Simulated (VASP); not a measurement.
Input of a VASP 6.6.1 run:

File INCAR:

```
ALGO = Normal ; EDIFF = 1E-6
EDIFFG = -0.3 ; ENCUT = 520
GGA = PE ; IBRION = 2
ISIF = 2 ; ISMEAR = -1
LASPH = True ; LCHARG = False
LREAL = Auto ; LWAVE = False
NELM = 80 ; NSW = 35
PREC = Accurate ; SIGMA = 0.05
```

Contents of KPOINTS:

```
k-points
0
Gamma
  1 1 1
```

The input POSCAR:

```
H14C4O
1.0
    7.5361220000      0.0000000000      0.0000000000
    0.0000000000      7.5361220000      0.0000000000
    0.0000000000      0.0000000000      7.5361220000
O H C
2 28 8
Direct
    0.6751418000      1.0269787000      0.8551118000
    0.8397047000      0.3988911000      0.9260972000
    0.6729290000      1.0305686000      0.7266580000
    0.5836722000      0.9419322000      0.8854197000
    0.8647535000      0.5167337000      0.8813329000
    0.8840568000      0.3206707000      0.8342679000
    0.1976069000     -0.0671848000      0.1206525000
    0.0447207000      0.0495992000      0.2541904000
    0.0242690000      0.0547112000      0.0209509000
    0.1606622000      0.3401646000      0.1328200000
    0.3340001000      0.2182687000      0.2325216000
    0.3135484000      0.2233806000     -0.0007179000
    0.7403746000      0.7328243000      0.7415198000
    0.5991703000      0.5627399000      0.6642044000
    0.8196155000      0.5763520000      0.5863349000
    0.6066229000      0.6964212000      0.3565111000
    0.5273821000      0.8528935000      0.5116960000
    0.7478273000      0.8665056000      0.4338265000
    0.2109439000      0.7129482000      1.1358520000
    0.3973365000      0.5711762000      1.1339624000
    0.4266742000      0.8029592000      1.1501177000
    0.4910033000      0.6982699000      0.8378624000
    0.2752730000      0.6082589000      0.8235967000
    0.3046107000      0.8400419000      0.8397521000
   -0.0674356000      0.6552668000      0.3837238000
    0.0330711000      0.7082080000      0.5885180000
    0.1045303000      0.8140152000      0.3921931000
    0.3215269000      0.5741812000      0.4815999000
    0.1495610000      0.4154328000      0.4731306000
    0.2210202000      0.5212400000      0.2768056000
    0.1196789000      0.0547417000      0.1301579000
    0.2385902000      0.2182381000      0.1233145000
    0.7039425000      0.6549157000      0.6247630000
    0.6430551000      0.7743298000      0.4732679000
    0.3470291000      0.6990789000      1.0877098000
    0.3549181000      0.7121393000      0.8860046000
    0.0587719000      0.6879039000      0.4472508000
    0.1953194000      0.5415440000      0.4180729000
```

Potentials or basis: VASP PAW PBE potentials, release 64 (O, H, C).

Launch:

```bash
$ cat potpaw_PBE.64/O/POTCAR potpaw_PBE.64/H/POTCAR potpaw_PBE.64/C/POTCAR > POTCAR
$ mpirun -np 1 vasp_gam > vasp.out
```

Question: Predict the energy gained by relaxing.

Answer: 22.3 meV/atom.

Question: What does it give for the band gap on the k mesh?

Answer: 5.20 eV.

Forces on the atoms (eV/Å):
```
O   -0.038 -0.008  0.189
O    0.088  0.152  0.015
H   -0.044 -0.036 -0.261
H    0.153  0.183  0.012
H   -0.036 -0.192 -0.002
H   -0.174  0.023  0.112
H    0.029 -0.090  0.027
H   -0.118  0.087 -0.001
H   -0.070  0.113 -0.002
H   -0.002 -0.051 -0.044
H    0.063 -0.023 -0.205
H    0.029 -0.087  0.121
H    0.088  0.076  0.118
H    0.007 -0.196 -0.079
H    0.150 -0.163 -0.095
H    0.035  0.023 -0.028
H   -0.050  0.026  0.039
H   -0.024 -0.022 -0.029
H   -0.023  0.049 -0.045
H    0.064  0.051 -0.036
H    0.000 -0.020 -0.110
H   -0.063  0.039 -0.059
H    0.011  0.138 -0.045
H   -0.156 -0.085  0.119
H    0.236  0.088 -0.060
H    0.123  0.023  0.062
H   -0.136 -0.169  0.044
H   -0.067  0.083  0.121
H   -0.029  0.016  0.005
H    0.013 -0.188  0.020
C    0.122 -0.023 -0.021
C   -0.116 -0.020 -0.041
C   -0.008  0.056 -0.198
C    0.001 -0.002  0.024
C   -0.036 -0.026  0.053
C   -0.006  0.022  0.233
C    0.099 -0.048  0.102
C   -0.111  0.202 -0.057
```

Caveat: the k points lie up to 0.83 Å⁻¹ apart; the relaxation stopped at a loose force limit of 0.3 eV/Å, so its end isn't a converged minimum.
